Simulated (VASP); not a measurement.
The system is SnSe.

```
Sn Se
1.0
     3.66536    0.00000    0.00000
     0.00000    3.66536    0.00000
     0.00000    0.00000    3.66536
Sn Se
1 1
Direct
  0.00000 0.00000 0.00000
  0.50000 0.50000 0.50000
```

Base run:

| Property | Result |
| --- | --- |
| Program | VASP 6.6.1 |
| Functional | r2SCAN |
| Potentials or basis | VASP PAW PBE potentials, release 64 (Sn_d, Se) |
| Cutoff | 550 eV |
| k mesh | 6 × 6 × 6 |
| Occupations | fermi-dirac, width 0.02 eV |
| Spin | no spin polarisation |

Its results: band gap on the k mesh zero (band 10 reaches 6.55 eV, above the bottom of band 11 at 5.22 eV); pressure 0.0 GPa.

Question: The run is repeated on the same cell with these changes: functional from r2SCAN to PBE; cutoff from 550 eV to 500 eV. What comes out?

Answer: Band gap on the k mesh zero (band 10 reaches 6.69 eV, above the bottom of band 11 at 5.24 eV); pressure 0.8 GPa.

Caveats: spin-orbit coupling is left out, which moves the levels of the heavy elements; the PAW data sets were made with another functional, which shifts forces and pressure a little (some runs).
